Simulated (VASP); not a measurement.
Write the native input for VASP 6.6.1 that does the following.

| Property | Result |
| --- | --- |
| Task | relaxation of cell and atoms |
| Functional | PBE |
| Potentials or basis | VASP PAW PBE potentials, release 64 (Ho_3, Te, I), 4f in core |
| Cutoff | 500 eV |
| k mesh | 6 × 6 × 2 |
| Occupations | gaussian, width 0.1 eV |
| Spin | no spin polarisation |
| Dipole correction | no |
| Mended | yes |
| Further INCAR settings | ALGO = Normal; EDIFF = 1e-07; IBRION = 2; EDIFFG = -0.04; NSW = 90; ISIF = 3 |

The structure of HoTeI lies in POSCAR:

```
HoTeI
1.0
    5.6349333732      0.0000000000      0.0000000000
   -2.8174666866      4.8799954498      0.0000000000
    0.0000000000      0.0000000000      8.0086057483
Ho Te I
2 2 2
Direct
    0.0000000000      0.0000000000      0.5000000000
    0.0000000000      0.0000000000      0.0000000000
    0.3333333333      0.6666666667      0.5000000000
    0.6666666667      0.3333333333      0.5000000000
    0.3333333333      0.6666666667      0.0000000000
    0.6666666667      0.3333333333      0.0000000000
```

The cell was built from a structure type or drawn by symmetry, and may not be a known phase.

These files were run (other wordings do the same):

INCAR

```
SYSTEM = HoTeI
  PREC = Accurate
  ENCUT = 500
  EDIFF = 1E-7
  ISMEAR = 0
  SIGMA = 0.1
  LREAL = .False.
  LASPH = .True.
  NELM = 200
  ALGO = Normal
  ISIF = 3
  LWAVE = .False.
  LCHARG = .False.
  GGA = PE
  IBRION = 2
  NSW = 90
  EDIFFG = -0.04
  GGA_COMPAT = .False.
  NELMIN = 4
  LMAXMIX = 6
```

KPOINTS

```
regular mesh
0
Gamma
  6 6 2
  0 0 0
```

Potentials or basis: VASP PAW PBE potentials, release 64 (Ho_3, Te, I), 4f in core.

Command:

```sh
$ cat potpaw_PBE.64/Ho_3/POTCAR potpaw_PBE.64/Te/POTCAR potpaw_PBE.64/I/POTCAR > POTCAR
$ mpirun -np 1 vasp_std > vasp.out
```

Results of the run:

```
Relaxed volume                        : 38.02 Å³/atom
Relaxed cell                          : a = 5.602 Å, b = 5.602 Å, c = 8.393 Å, α = 90.00°, β = 90.00°, γ = 120.00°
Space group after relaxing (to 0.1 Å) : P6/mmm (No. 191)
Energy gained by relaxing             : 7.9 meV/atom
Ionic steps                           : 5
Pressure after relaxing               : 0.0 GPa
Band gap on the k mesh                : zero (bands 22 and 23 overlap by 0.49 eV)
```

Caveat: the k points lie up to 0.37 Å⁻¹ apart in the final cell; spin-orbit coupling is left out, which moves the levels of the heavy elements; the 4f electrons are frozen in the core, so they carry no moment and show no levels; the run has no spin polarisation, though such a crystal can be magnetic.

Wall time 3.6 min on 1 thread of Intel(R) Xeon(R) 6975P-C (Granite Rapids), with other jobs on the host, peak memory 0.36 GiB.
